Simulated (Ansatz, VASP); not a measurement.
# HfO2: VASP beside Ansatz

```
CELL_PARAMETERS angstrom
3.55802 0.00000 0.00000
0.00000 3.55802 0.00000
0.00000 0.00000 5.17186
ATOMIC_POSITIONS crystal
Hf 0.50000 0.50000 0.50000
Hf 0.00000 0.00000 0.00000
O 0.00000 0.50000 0.69721
O 0.50000 0.00000 0.80279
O 0.50000 0.00000 0.30279
O 0.00000 0.50000 0.19721
```

Alike in both runs: task single point; functional PBE; k mesh 6 × 6 × 4; no spin polarisation.

```csv
,VASP,Ansatz
version,VASP 6.6.1,Ansatz 0.2.0
potentials or method,"VASP PAW PBE potentials, release 64 (Hf_pv, O), cutoff 520 eV","plane waves, PAW"
occupations,"gaussian, width 0.01 eV",fixed
valence electrons in the cell,44,76
```

```csv
,VASP,Ansatz,Ansatz less VASP
rms of the force components (eV/Å),0.047,0.067,+0.0201
```

Atom by atom the forces differ by 0.020 eV/Å (rms over components). VASP's potentials hold 44 valence electrons a cell and Ansatz's 76, so a difference there can come from the potentials and not from the codes.

Neither program's run includes spin-orbit coupling.
